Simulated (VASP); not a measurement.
## Sc: single point with PBEsol

The system is Sc.

```
Sc
1.0
    -1.81564    1.81564    1.81564
     1.81564   -1.81564    1.81564
     1.81564    1.81564   -1.81564
Sc
1
Direct
  0.00000 0.00000 0.00000
```

This isn't the form of Sc at room conditions, which is hcp.

```
Program                : VASP 6.6.1
Task                   : single point
Functional             : PBEsol
Potentials or basis    : VASP PAW PBE potentials, release 64 (Sc_sv)
Cutoff                 : 500 eV
k mesh                 : 18 × 18 × 18
Occupations            : fermi-dirac, width 0.1 eV
Spin                   : no spin polarisation
Dipole correction      : no
Further INCAR settings : ALGO = Normal; EDIFF = 1e-06; NBANDS = 12
```

```json
{
 "Pressure": "0.0 GPa",
 "Band gap on the k mesh": "zero (an odd number of electrons rules out a gap without spin polarisation)"
}
```

Levels at points of the mesh, in eV from the Fermi level:
| k point | band 3 | band 4 | band 5 | band 6 | band 7 | band 8 |
| --- | --- | --- | --- | --- | --- | --- |
| (0.00, 0.00, 0.00) | -27.76 | -27.76 | -5.30 | 1.49 | 1.49 | 1.49 |
| (0.50, 0.00, 0.00) | -27.90 | -27.76 | -1.83 | 0.27 | 0.52 | 2.95 |
| (0.50, 0.50, 0.50) | -28.07 | -28.07 | -1.27 | -1.27 | 4.02 | 4.02 |

Wall time 27 s on 1 thread of AMD EPYC 9R14 (Zen 4), with other jobs on the host, peak memory 0.14 GiB.

Caveat: the PAW data sets were made with another functional, which shifts forces and pressure a little.
